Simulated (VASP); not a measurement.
# PtSe2: electric field gradients with PBE

The system is PtSe2.

```xyz
12
Lattice="-5.5760 3.2193 5.8201 5.5760 -3.2193 5.8201 1.8587 3.2193 -5.8201" Properties=species:S:1:pos:R:3 pbc="T T T"
Pt    0.0000    0.0000    0.0000
Pt    0.0000    0.0000    5.8201
Pt   -1.8587    3.2193    0.0000
Pt    3.7173    0.0000    0.0000
Se    1.8587    1.0731    4.5083
Se    1.8587    1.0731   -1.3118
Se    3.7173   -2.1462    4.5083
Se   -1.8587    1.0731    4.5083
Se    0.0000    2.1462    1.3118
Se    0.0000    2.1462    7.1318
Se   -3.7173    2.1462    7.1318
Se    1.8587   -1.0731    7.1318
```

| Item | Value |
| --- | --- |
| Program | VASP 6.6.1 |
| Task | electric field gradients |
| Functional | PBE |
| Potentials or basis | VASP PAW PBE potentials, release 64 (Pt, Se) |
| Cutoff | 520 eV |
| k mesh | 5 × 5 × 5 |
| Occupations | gaussian, width 0.01 eV |
| Spin | no spin polarisation |
| Dipole correction | no |
| Further INCAR settings | ALGO = Normal; EDIFF = 1e-08; NBANDS = 56 |

| Property | Result |
| --- | --- |
| Pressure | 2.3 GPa |
| Largest force | 0.136 eV/Å |
| Band gap on the k mesh | 0.45 eV |
| Largest electric field gradient by atom | Pt +122.2; Se -78.8 V/Å² |

Forces on the atoms (eV/Å):
```
Pt   0.000  0.000  0.000
Pt   0.000  0.000  0.000
Pt   0.000  0.000  0.000
Pt   0.000  0.000  0.000
Se  -0.001  0.000 -0.136
Se  -0.001  0.000 -0.136
Se  -0.001  0.000 -0.136
Se  -0.001  0.000 -0.136
Se   0.001  0.000  0.136
Se   0.001  0.000  0.136
Se   0.001  0.000  0.136
Se   0.001  0.000  0.136
```

Stress tensor (GPa, compression positive):
```
2.80 0.00 0.00
0.00 2.80 0.00
0.00 0.00 1.37
```

Levels at points of the mesh, in eV from the valence-band top:
| k point | band 41 | band 42 | band 43 | band 44 | band 45 | band 46 | band 47 | band 48 |
| --- | --- | --- | --- | --- | --- | --- | --- | --- |
| (0.00, 0.00, 0.00) | -1.49 | -0.58 | -0.58 | -0.04 | 1.40 | 1.85 | 1.85 | 1.91 |

Electric field gradients, principal values (V/Å²):
```csv
atom,least,middle,greatest (by size)
1 Pt,-61.068,-61.119,122.187
2 Pt,-61.068,-61.119,122.187
3 Pt,-61.068,-61.119,122.187
4 Pt,-61.068,-61.119,122.187
5 Se,39.389,39.394,-78.782
6 Se,39.389,39.394,-78.782
7 Se,39.389,39.394,-78.782
8 Se,39.389,39.394,-78.782
9 Se,39.389,39.394,-78.782
10 Se,39.389,39.394,-78.782
11 Se,39.389,39.394,-78.782
12 Se,39.389,39.394,-78.782
```

It took 27 min on 1 thread of Oxide Virtual Turin-like Processor, on a shared host, peak memory 0.81 GiB.

Caveat: without QUAD_EFG the Cq values of the log hold for a quadrupole moment of 1 mb, not for the nuclei; spin-orbit coupling is left out, which moves the levels of the heavy elements; an odd mesh through Γ misses points on the zone boundary, where band edges can lie.
